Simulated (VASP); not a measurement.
Ga, 4 atoms in the cell. It takes space group Cmce (No. 64, orthorhombic). Conventional cell: a = 4.523 Å, b = 7.661 Å, c = 4.524 Å, α = 90.00°, β = 90.00°, γ = 90.00°. Ga (site symmetry m) has 7 Ga at 2.48 to 2.79 Å within 3.3 Å. 

```yaml
Program: VASP 6.6.1
Task: relaxation of cell and atoms
Functional: PBEsol
Potentials_or_basis: VASP PAW PBE potentials, release 64 (Ga_d)
Cutoff: 500 eV
k_mesh: 8 × 8 × 7
Occupations: fermi-dirac, width 0.1 eV
Spin: no spin polarisation
Dipole_correction: no
Further_INCAR_settings: ALGO = Normal; EDIFF = 1e-07; IBRION = 2; EDIFFG = -0.01; NSW = 80; ISIF = 3
```

Potentials or basis: VASP PAW PBE potentials, release 64 (Ga_d).

Launch:

```sh
$ cat potpaw_PBE.64/Ga_d/POTCAR > POTCAR
$ mpirun -np 1 vasp_std > vasp.out
```

Hardware: 1 thread of Intel(R) Xeon(R) Platinum 8259CL CPU @ 2.50GHz (Skylake/Cascade Lake), on a shared host.

How long does it take, and how much memory?

It took 23 min on 1 thread of Intel(R) Xeon(R) Platinum 8259CL CPU @ 2.50GHz (Skylake/Cascade Lake) (shared host), peak memory 0.28 GiB. Counts: scf iterations 102, k points 84, ion steps 16.
